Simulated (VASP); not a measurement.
Mo2W3, 5 atoms in the cell. It takes space group Fmmm (No. 69, orthorhombic). The conventional cell has a = 3.166 Å, b = 4.465 Å, c = 22.578 Å, α = 90.00°, β = 90.00°, γ = 90.00°. Mo (site symmetry mm2) has 10 Mo at 2.74 to 3.17 Å and 4 W at 2.75 to 3.17 Å within 3.6 Å. Within 3.6 Å of W (site symmetry mm2) lie 10 W at 2.74 to 3.18 Å and 4 Mo at 2.75 to 3.17 Å. Within 3.6 Å of W (site symmetry mmm) lie 14 W at 2.74 to 3.18 Å. 

| Quantity | Value |
| --- | --- |
| Program | VASP 6.6.1 |
| Task | single point |
| Functional | PBE |
| Potentials or basis | VASP PAW PBE potentials, release 64 (Mo_sv, W_sv) |
| Cutoff | 520 eV |
| k mesh | 6 × 6 × 6 |
| Occupations | gaussian, width 0.1 eV |
| Spin | no spin polarisation |
| Dipole correction | no |
| Further INCAR settings | ALGO = Fast; EDIFF = 1e-07; NBANDS = 43 |

Potentials or basis: VASP PAW PBE potentials, release 64 (Mo_sv, W_sv).

Launch:

```console
$ cat potpaw_PBE.64/Mo_sv/POTCAR potpaw_PBE.64/W_sv/POTCAR > POTCAR
$ mpirun -np 1 vasp_std > vasp.out
```

Hardware: 1 thread of Intel(R) Xeon(R) 6975P-C (Granite Rapids) (shared host).

Problem. How long does it take, and how much memory?

Solution. Run time: 6.8 min on 1 thread of Intel(R) Xeon(R) 6975P-C (Granite Rapids), on a shared host, peak memory 0.44 GiB. Counts: scf iterations 18, k points 46.
